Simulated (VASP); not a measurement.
Runs of VASP 6.6.1 on GaAs (zinc blende type). The structure is that of space group F-43m (No. 216), or close to it. The cells are those of the table. 

```csv
level,cell,k mesh,cutoff (eV),smearing,grid for exact exchange (PRECFOCK),screening parameter,gap on the mesh (eV),pressure (GPa)
HSE06,"a = 3.954 Å, angles 60.0°, 2 atoms",4 × 4 × 4,400,fermi-dirac 0.05 eV,Normal,0.2079 1/Å,1.75,3.8
PBE,"a = 4.066 Å, angles 60.0°, 2 atoms",6 × 6 × 6,520,fermi-dirac 0.02 eV,-,-,(a),0.0
r2SCAN,"a = 4.066 Å, angles 60.0°, 2 atoms",6 × 6 × 6,520,fermi-dirac 0.02 eV,-,-,(b),-2.8
PBE,"a = 4.066 Å, angles 60.0°, 2 atoms",8 × 8 × 8,520,fermi-dirac 0.1 eV,-,-,-,0.0
HSE06,"a = 4.066 Å, angles 60.0°, 2 atoms",3 × 3 × 3,520,fermi-dirac 0.02 eV,Normal,0.2079 1/Å,1.13,-1.5
```

Alike in all rows: task single point; potentials or basis VASP PAW PBE potentials, release 64 (Ga_d, As); no spin polarisation.

Estimate the missing entries.

(a) 0.14; (b) 0.59.

Caveats: some runs use coarse meshes; the PAW data sets were made with another functional, which shifts forces and pressure a little (some runs).

A k mesh can miss the band edges, and the runs leave out spin-orbit coupling on As, Ga.
